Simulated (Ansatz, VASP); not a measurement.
Te2Mo: VASP beside Ansatz

```
CELL_PARAMETERS angstrom
3.56023 0.00000 0.00000
-1.78012 3.08325 0.00000
0.00000 0.00000 17.52406
ATOMIC_POSITIONS crystal
Te 0.31712 0.63423 0.89786
Te 0.33333 0.66667 0.10214
Mo 0.00000 0.00000 0.00000
```

Alike in both runs: task single point; functional r2SCAN; k mesh 12 × 12 × 2; occupations gaussian, width 0.05 eV; no spin polarisation.

|  | VASP | Ansatz |
| --- | --- | --- |
| version | VASP 6.6.1 | Ansatz 0.2.0 |
| potentials or method | VASP PAW PBE potentials, release 64 (Te, Mo_sv), cutoff 520 eV | scalar-relativistic, plane waves, PAW |
| valence electrons in the cell | 26 | 46 |

|  | VASP | Ansatz | Ansatz less VASP |
| --- | --- | --- | --- |
| gap on the k mesh at the Fermi level (eV) | 1.12 | 1.12 | -0.001 |
| least direct gap on the mesh (eV) | 1.12 | 1.12 | -0.001 |
| rms of the force components (eV/Å) | 0.352 | 0.353 | +0.0008 |

VASP's potentials were made for PBE, not for r2SCAN. Atom by atom the forces differ by 0.012 eV/Å (rms over components). The functional is the same, so the differences come from potentials, cutoffs and numerics. VASP's potentials hold 26 valence electrons a cell and Ansatz's 46, so a difference there can come from the potentials and not from the codes.

Spin-orbit coupling is off throughout.
